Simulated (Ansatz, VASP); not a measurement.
This is a calculation of Rb for Ansatz 0.2.0.

File input.yaml:

```yaml
crystal:
  lattice:
    - [-3.012458178, 3.012458178, 2.7844047774]
    - [3.012458178, -3.012458178, 2.7844047774]
    - [3.012458178, 3.012458178, -2.7844047774]
  atoms:
    - { symbol: Rb, position: [0.0, 0.0, 0.0] }
kpoints:
  mp_grid: { grid: [7, 7, 7] }
scf:
  occupations: { method: fermi_dirac, width: 0.05 }
hamiltonian:
  xc: pbe
  pseudopotentials: { kind: all_electron, lapw: { basis_error: 0.0005 } }
output:
  forces: true
  stress: true
  eigenvalues: true
```

Potentials or basis: all-electron LAPW, scalar-relativistic.

Run with:

```console
$ ansatz run input.yaml --threads 1 --pin off --max-ram 2560MiB --backend cpu --events-out ev --progress --plain --runs-dir out
```

Task: Set up the same calculation for VASP 6.6.1. Potentials there: VASP PAW PBE potentials, release 64 (Rb_sv).

Result: As run (the cutoff follows the program's own potentials):

INCAR

```
SYSTEM = Rb
PREC = Accurate
ENCUT = 520
EDIFF = 1E-6
ISMEAR = -1
SIGMA = 0.05
LREAL = .FALSE.
LASPH = .TRUE.
NELM = 60
ALGO = Normal
ISIF = 2
LWAVE = .FALSE.
LCHARG = .TRUE.
GGA = PE
LELF = .TRUE.
LVHAR = .TRUE.
NBANDS = 10
```

The input KPOINTS:

```
Automatic mesh
0
G
  7 7 7
  0 0 0
```

The input POSCAR:

```
Rb
1.0
   -3.0124581780      3.0124581780      2.7844047774
    3.0124581780     -3.0124581780      2.7844047774
    3.0124581780      3.0124581780     -2.7844047774
Rb
1
Direct
    0.0000000000      0.0000000000      0.0000000000
```

Potentials or basis: VASP PAW PBE potentials, release 64 (Rb_sv).

Launch:

```sh
$ cat potpaw_PBE.64/Rb_sv/POTCAR > POTCAR
$ mpirun -np 1 vasp_std > vasp.out
```

Both were run:

|  | VASP | Ansatz | Ansatz less VASP |
| --- | --- | --- | --- |
| gap on the k mesh at the Fermi level (eV) | none | none | - |
| pressure (GPa) | -0.2 | -0.2 | 0.00 |

A gap of «none» marks a metal or a gap that the smearing closes. Ansatz ran all-electron here, and VASP with PAW potentials.
